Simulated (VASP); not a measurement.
MgSnSb2, 4 atoms in the cell. Symmetry: P-4m2, No. 115, tetragonal system. Conventional cell: a = 4.554 Å, b = 4.554 Å, c = 6.489 Å, α = 90.00°, β = 90.00°, γ = 90.00°. Within 3.7 Å of Mg (site symmetry -4m2) lie 4 Sb at 2.77 Å. Sb (site symmetry 2mm) has 2 Mg at 2.77 Å and 2 Sn at 2.82 Å within 3.7 Å. Within 3.7 Å of Sn (site symmetry -4m2) lie 4 Sb at 2.82 Å. 

* Program: VASP 6.6.1
* Task: single point
* Functional: r2SCAN
* Potentials or basis: VASP PAW PBE potentials, release 64 (Mg, Sb, Sn_d)
* Cutoff: 520 eV
* k mesh: 4 × 4 × 4
* Occupations: fermi-dirac, width 0.02 eV
* Spin: no spin polarisation
* Dipole correction: no
* Further INCAR settings: ALGO = Normal; EDIFF = 1e-07; NBANDS = 21

Potentials or basis: VASP PAW PBE potentials, release 64 (Mg, Sb, Sn_d).

Run with:

```bash
$ cat potpaw_PBE.64/Mg/POTCAR potpaw_PBE.64/Sb/POTCAR potpaw_PBE.64/Sn_d/POTCAR > POTCAR
$ cp INCAR.step1 INCAR
$ mpirun -np 1 vasp_std > vasp.out
$ cp INCAR.step2 INCAR
$ mpirun -np 1 vasp_std > vasp.out
```

Hardware: 1 thread of Intel Xeon 8259CL, on a shared host.

Q: Estimate the wall time of this run.

A: Wall time 4.8 min on 1 thread of Intel Xeon 8259CL (shared host), peak memory 0.28 GiB. Counts: k points 18.
